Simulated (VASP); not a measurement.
InSb3: single point with PBEsol

InSb3:

```
CELL_PARAMETERS angstrom
4.68118 -0.05509 -0.05509
-0.05509 4.68118 -0.05509
-0.05509 -0.05509 4.68118
ATOMIC_POSITIONS crystal
In 0.00000 0.00000 0.00000
Sb 0.50000 0.00000 0.50000
Sb 0.00000 0.50000 0.50000
Sb 0.50000 0.50000 0.00000
```

```yaml
Program: VASP 6.6.1
Task: single point
Functional: PBEsol
Potentials_or_basis: VASP PAW PBE potentials, release 64 (In_d, Sb)
Cutoff: 520 eV
k_mesh: 8 × 8 × 8
Occupations: gaussian, width 0.15 eV
Spin: no spin polarisation
Dipole_correction: no
Further_INCAR_settings: ALGO = Normal; EDIFF = 1e-06; NBANDS = 22
```

| Item | Value |
| --- | --- |
| Pressure | 2.0 GPa |
| Band gap on the k mesh | zero (bands 14 and 15 overlap by 4.84 eV) |

Stress tensor (GPa, compression positive):
```
2.05 0.54 0.54
0.54 2.05 0.54
0.54 0.54 2.05
```

Levels at points of the mesh, in eV from the Fermi level:
```csv
k point,band 12,band 13,band 14,band 15,band 16,band 17
"(0.00, 0.00, 0.00)",-3.61,0.20,0.59,0.59,1.75,1.75
"(0.50, 0.00, 0.00)",-2.41,-2.23,-1.24,-0.99,2.11,2.40
"(0.50, 0.50, 0.00)",-1.65,-1.41,-1.28,-1.15,-0.26,0.96
"(0.50, 0.50, 0.50)",-5.35,-4.98,3.69,3.69,4.03,4.17
```

Run time: 100 s on 1 thread of Intel Xeon 8259CL, with other jobs on the host, peak memory 0.29 GiB.

Caveat: the PAW data sets were made with another functional, which shifts forces and pressure a little; spin-orbit coupling is left out, which moves the levels of the heavy elements.
